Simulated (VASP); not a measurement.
# HfBe2Si2 (P6/mmm) in VASP: notebook, part 2 of 2

VASP 6.6.1.

### Step 5. Single point, PBE

This run uses another cell than the first one, of 18.75 Å³/atom.

Input file INCAR:

```
SYSTEM = HfBe2Si2
  ALGO = Fast
  EDIFF = 1E-6
  ENCUT = 520
  GGA = PE
  ISIF = 2
  ISMEAR = 0
  LASPH = .TRUE.
  LCHARG = .FALSE.
  LREAL = .FALSE.
  LWAVE = .FALSE.
  NBANDS = 19
  NELM = 80
  PREC = Accurate
  SIGMA = 0.1
```

Input file KPOINTS:

```
k-points
0
G
  12 12 6
  0 0 0
```

Input file POSCAR:

```
HfBe2Si2
1.0
    3.9131363906      0.0000000000      0.0000000000
   -1.9565681953      3.3888755228      0.0000000000
    0.0000000000      0.0000000000      7.0711509208
Hf Be Si
1 2 2
Direct
    0.0000000000      0.0000000000      0.0000000000
    0.0000000000      0.0000000000      0.3574193160
    0.0000000000      0.0000000000      0.6425806840
    0.3333333333      0.6666666667      0.5000000000
    0.6666666667      0.3333333333      0.5000000000
```

Command:

```sh
> cat potpaw_PBE.64/Hf_pv/POTCAR potpaw_PBE.64/Be/POTCAR potpaw_PBE.64/Si/POTCAR > POTCAR
> mpirun -np 1 vasp_std > vasp.out
```

It took 75 s on 1 thread of Intel Xeon 6975P-C (Granite Rapids), shared host; peak memory 0.31 GiB.

It converged, with:

```yaml
Free_energy: -22.3148 eV
Pressure: -0.1 GPa
Largest_force: 0.018 eV/Å
Band_gap_on_the_k_mesh: zero (bands 11 and 12 overlap by 0.66 eV)
```

Forces in eV/Å, atoms in the order of the input:
```
Hf   0.000  0.000  0.000
Be   0.000  0.000 -0.018
Be   0.000  0.000  0.018
Si   0.000  0.000  0.000
Si   0.000  0.000  0.000
```

Stress tensor (GPa, compression positive):
```
-0.10  0.00  0.00
 0.00 -0.10  0.00
 0.00  0.00 -0.03
```

Levels at points of the mesh, in eV from the Fermi level:
```tsv
k point	band 8	band 9	band 10	band 11	band 12	band 13	band 14	band 15
(0.00, 0.00, 0.00)	-2.68	-1.87	-1.87	-1.17	0.68	0.94	0.94	1.45
(0.50, 0.00, 0.00)	-2.80	-2.35	-2.25	-0.59	0.30	0.64	1.24	2.80
(0.00, 0.00, 0.50)	-2.55	-1.95	-1.95	-1.30	0.15	0.69	0.90	0.90
(0.50, 0.00, 0.50)	-3.45	-2.76	-0.75	-0.21	0.75	1.08	1.50	1.61
```

Caveat: spin-orbit coupling is left out, which moves the levels of the heavy elements.

### Step 6. Relaxation of cell and atoms, PBE

This run uses another cell than the first one, of 18.80 Å³/atom.

Input file INCAR:

```
PREC = Accurate
ENCUT = 600
EDIFF = 1E-7
ISMEAR = 0
SIGMA = 0.1
LREAL = F
LASPH = T
NELM = 60
ALGO = Fast
ISIF = 3
LWAVE = F
LCHARG = F
GGA = PE
IBRION = 2
NSW = 100
EDIFFG = -0.01
```

Input file KPOINTS:

```
Automatic mesh
0
Gamma
  12 12 6
```

Input file POSCAR:

```
HfBe2Si2
1.0
    3.9430646808      0.0000000000      0.0000000000
   -1.9715323404      3.4147941823      0.0000000000
    0.0000000000      0.0000000000      6.9829121664
Hf Be Si
1 2 2
Direct
    0.0000000000      0.0000000000      0.0000000000
    0.0000000000      0.0000000000      0.3579858237
    0.0000000000      0.0000000000      0.6420141763
    0.3333333333      0.6666666667      0.5000000000
    0.6666666667      0.3333333333      0.5000000000
```

Potentials or basis: VASP PAW PBE potentials, release 64 (Hf_pv, Be, Si).

Command:

```sh
> cat potpaw_PBE.64/Hf_pv/POTCAR potpaw_PBE.64/Be/POTCAR potpaw_PBE.64/Si/POTCAR > POTCAR
> mpirun -np 1 vasp_std > vasp.out
```

Run time: 3.7 min. Hardware: 1 thread of Intel Xeon 6975P-C (Granite Rapids), shared host; peak memory 0.35 GiB.

It converged, with:

```yaml
Free_energy: -22.3149 eV
Relaxed_volume: 18.74 Å³/atom
Relaxed_cell: a = 3.912 Å, b = 3.912 Å, c = 7.071 Å, α = 90.00°, β = 90.00°, γ = 120.00°
Space_group_after_relaxing_to_0.1_Å: P6/mmm (No. 191)
Energy_gained_by_relaxing: 2.3 meV/atom
Ionic_steps: 5
Pressure_after_relaxing: 0.0 GPa
Largest_force_after_relaxing: 0.004 eV/Å
Band_gap_on_the_k_mesh: zero (bands 11 and 12 overlap by 0.65 eV)
```

Forces in eV/Å, atoms in the order of the input:
```
Hf   0.000  0.000  0.000
Be   0.000  0.000  0.004
Be   0.000  0.000 -0.004
Si   0.000  0.000  0.000
Si   0.000  0.000  0.000
```

Step by step:
```
step  energy change (eV)  largest force (eV/Å)  pressure (GPa)  volume (Å³)
   1              0.0000                0.0566           -0.57        94.02
   2             -0.0103                0.0359            0.32        93.11
   3             -0.0104                0.0349            0.40        93.04
   4             -0.0115                0.0031            0.06        93.58
   5             -0.0115                0.0036           -0.01        93.69
```

Final structure:
```xyz
5
Lattice="3.9116 0.0000 0.0000 -1.9558 3.3876 0.0000 0.0000 0.0000 7.0707" Properties=species:S:1:pos:R:3 pbc="T T T"
Hf    0.0000    0.0000    0.0000
Be    0.0000    0.0000    2.5258
Be   -1.9558    3.3876    4.5449
Si    0.0000    2.2584    3.5353
Si    1.9558    1.1292    3.5353
```

Levels at points of the mesh, in eV from the Fermi level:
| k point | band 9 | band 10 | band 11 | band 12 | band 13 | band 14 |
| --- | --- | --- | --- | --- | --- | --- |
| (0.00, 0.00, 0.00) | -1.87 | -1.87 | -1.18 | 0.69 | 0.94 | 0.94 |
| (0.50, 0.00, 0.00) | -2.35 | -2.25 | -0.59 | 0.30 | 0.64 | 1.24 |
| (0.00, 0.00, 0.50) | -1.94 | -1.94 | -1.30 | 0.15 | 0.70 | 0.90 |
| (0.50, 0.00, 0.50) | -2.76 | -0.75 | -0.21 | 0.75 | 1.08 | 1.50 |

Caveat: spin-orbit coupling is left out, which moves the levels of the heavy elements.

### Step 7. The runs side by side

| task | cell | k mesh | cutoff (eV) | gap on the mesh (eV) | pressure (GPa) | relaxed volume (Å³/atom) | largest force (eV/Å) |
| --- | --- | --- | --- | --- | --- | --- | --- |
| single point | a = 3.547, b = 3.547, c = 6.670 Å, angles 90.0, 90.0, 120.0°, 5 atoms, atomic positions A | 6 × 6 × 4 | 520 | none | 29.3 | - | 1.92 |
| single point | a = 3.943, b = 3.943, c = 6.983 Å, angles 90.0, 90.0, 120.0°, 5 atoms, atomic positions B | 6 × 6 × 4 | 520 | none | 0.1 | - | 0.01 |
| relaxation of cell and atoms | relaxed from a = 3.547, b = 3.547, c = 6.670 Å, angles 90.0, 90.0, 120.0°, 5 atoms, atomic positions A | 6 × 6 × 4 | 600 | none | 0.1 | 18.82 | 0.01 |
| single point | a = 3.913, b = 3.913, c = 7.071 Å, angles 90.0, 90.0, 120.0°, 5 atoms, atomic positions B | 12 × 12 × 6 | 520 | none | -0.1 | - | 0.02 |
| relaxation of cell and atoms | relaxed from a = 3.943, b = 3.943, c = 6.983 Å, angles 90.0, 90.0, 120.0°, 5 atoms, atomic positions B | 12 × 12 × 6 | 600 | none | 0.0 | 18.74 | - |

Alike in all rows: level PBE; potentials or basis VASP PAW PBE potentials, release 64 (Hf_pv, Be, Si); no spin polarisation; smearing gaussian 0.1 eV.

Caveats: spin-orbit coupling is left out, which moves the levels of the heavy elements; the cell stands under pressure (at least some runs); forces of over 1 eV/Å act on the atoms, so gaps and moduli don't describe the material at rest (at least some runs); the volume moved by over 15 % at a fixed basis, so the end points are rough (at least some runs).

Total energies depend on the potentials used, so only differences within one code and one set of settings carry meaning.
